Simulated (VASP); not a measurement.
The system is P, a slab with vacuum.

```
P
1.0
     3.27281    0.00000    0.00000
    -1.63641    2.83434    0.00000
     0.00000    0.00000   26.15188
P
2
Direct
  0.33333 0.66667 0.32411
  0.66667 0.33333 0.37090
```

Base run:

* Program: VASP 6.6.1
* Functional: PBE0
* Potentials or basis: VASP PAW PBE potentials, release 64 (P)
* Cutoff: 520 eV
* k mesh: 6 × 6 × 1
* Occupations: gaussian, width 0.01 eV
* Spin: no spin polarisation

Its results: band gap on the k mesh 3.47 eV (least direct gap 3.75 eV); largest force 0.309 eV/Å.

Task: The run is repeated on the same cell with these changes: functional from PBE0 to HF; share of exact exchange from 0.25 to 1. What comes out?

Result: Band gap on the k mesh 8.75 eV (least direct gap 9.08 eV); largest force 1.210 eV/Å.

Caveats: the PAW data sets were made with another functional, which shifts forces and pressure a little.

A k mesh can miss the band edges.
